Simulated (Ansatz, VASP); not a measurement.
## Two plane-wave programs on Pb2Se

```
Pb Se
1.0
     4.11156    0.00000    0.00000
     0.00000    4.11156    0.00000
     0.00000    0.00000   11.87451
Pb Se
4 2
Cartesian
  0.0000 2.0558 2.0535
  0.0000 2.0558 7.9908
  2.0558 0.0000 3.8837
  2.0558 0.0000 9.8210
  0.0000 0.0000 0.0000
  2.0558 2.0558 5.9373
```

Alike in both runs: functional PBE; k mesh 4 × 4 × 2; occupations gaussian, width 0.1 eV; no spin polarisation.

Ansatz relaxed the structure, and its values are those at the end. VASP's run is a single point on that final structure, the one shown.

|  | VASP | Ansatz |
| --- | --- | --- |
| version | VASP 6.6.1 | Ansatz 0.2.0 |
| potentials or method | VASP PAW PBE potentials, release 64 (Pb_d, Se), cutoff 520 eV | scalar-relativistic, plane waves, PAW |
| valence electrons in the cell | 68 | 88 |

VASP gave:

| Quantity | Value |
| --- | --- |
| gap on the k mesh at the Fermi level (eV) | none |
| pressure (GPa) | 0.2 |
| rms of the force components (eV/Å) | 0.008 |

Task: Which values does Ansatz return?

Result: gap on the k mesh at the Fermi level (eV): none; pressure (GPa): 0.2; rms of the force components (eV/Å): 0.009.

A gap of «none» marks a metal or a gap that the smearing closes. The functional is the same, so the differences come from potentials, cutoffs and numerics. VASP's potentials hold 68 valence electrons a cell and Ansatz's 88, so a difference there can come from the potentials and not from the codes.

The k mesh is coarse, so the values compare programs but aren't converged. Spin-orbit coupling is off throughout.
